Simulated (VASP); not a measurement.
The system is Sn.

```
Sn
1.0
    -1.89465    1.89465    1.89465
     1.89465   -1.89465    1.89465
     1.89465    1.89465   -1.89465
Sn
1
Direct
  0.00000 0.00000 0.00000
```

- Program: VASP 6.6.1
- Task: relaxation of cell and atoms
- Functional: HF
- Potentials or basis: VASP PAW PBE potentials, release 64 (Sn_d)
- Cutoff: 600 eV
- k mesh: 5 × 5 × 5
- Occupations: fermi-dirac, width 0.05 eV
- Spin: no spin polarisation

At the start: pressure 7.5 GPa; volume 27.20 Å³/atom.

How do energy, volume and symmetry change on relaxing?

Over 3 steps the energy falls by 87.8 meV/atom and the volume is 31.40 Å³/atom (+15.4 %); space group Im-3m (No. 229, to 0.05 Å).

Step by step:
| step | energy change (eV) | largest force (eV/Å) | pressure (GPa) | volume (Å³) |
| --- | --- | --- | --- | --- |
| 1 | 0.0000 | 0.0000 | 7.48 | 27.20 |
| 2 | -0.0836 | 0.0000 | -1.25 | 32.52 |
| 3 | -0.0878 | 0.0000 | 0.05 | 31.40 |

Final structure:
```xyz
1
Lattice="-1.9875 1.9875 1.9875 1.9875 -1.9875 1.9875 1.9875 1.9875 -1.9875" Properties=species:S:1:pos:R:3 pbc="T T T"
Sn    0.0000    0.0000    0.0000
```

Caveat: the k points lie up to 0.45 Å⁻¹ apart in the final cell; the volume moved by over 15 % at a fixed basis, so the end points are rough; the PAW data sets were made with another functional, which shifts forces and pressure a little.
